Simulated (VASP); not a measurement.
Wanted: the native input for a VASP 6.6.1 run.

| Item | Value |
| --- | --- |
| Task | single point |
| Functional | PBEsol |
| Potentials or basis | VASP PAW PBE potentials, release 64 (Ni) |
| Cutoff | 520 eV |
| k mesh | 21 × 21 × 21 |
| Occupations | fermi-dirac, width 0.08 eV |
| Spin | collinear spin, ferromagnetic start |
| Starting moments | [1.0] μB |
| Dipole correction | no |
| Further INCAR settings | ALGO = Normal; EDIFF = 1e-06; NBANDS = 15 |

The structure of Ni lies in POSCAR:

```
Ni
1.0
    0.0000000000      1.7319139092      1.7319139092
    1.7319139092      0.0000000000      1.7319139092
    1.7319139092      1.7319139092      0.0000000000
Ni
1
Direct
    0.0000000000      0.0000000000      0.0000000000
```

One way to write it, as run:

INCAR

```
PREC     = Accurate       # precision mode
ENCUT    = 520            # plane-wave cutoff, eV
EDIFF    = 1E-6           # SCF threshold, eV
ISMEAR   = -1             # smearing method
SIGMA    = 0.08           # smearing width, eV
LREAL    = False          # projectors in reciprocal space
LASPH    = True           # aspherical terms in the spheres
NELM     = 150            # most SCF steps
ALGO     = Normal         # electronic algorithm
ISIF     = 2              # what is computed and relaxed
LWAVE    = False          # write WAVECAR
LCHARG   = False          # write CHGCAR
ISPIN    = 2              # spin polarisation
MAGMOM   = 1              # initial moments
LORBIT   = 11             # projections on sites
LMAXMIX  = 4              # l up to which the mixer works
GGA      = PS             # functional
NBANDS   = 15             # bands
```

KPOINTS

```
Automatic mesh
0
Gamma
  21 21 21
```

Potentials or basis: VASP PAW PBE potentials, release 64 (Ni).

Run with:

```bash
$ cat potpaw_PBE.64/Ni/POTCAR > POTCAR
$ mpirun -np 1 vasp_std > vasp.out
```

It gave:

```
Pressure                                              : -0.1 GPa
Net moment                                            : 0.59 μB per cell
Site moments                                          : Ni +0.60 μB
Valence electrons inside the program's atomic spheres : Ni 9.40
```

Caveat: the PAW data sets were made with another functional, which shifts forces and pressure a little.

It took 52 s on 1 thread of Intel(R) Xeon(R) Platinum 8488C (Sapphire Rapids) (shared host), peak memory 0.17 GiB.
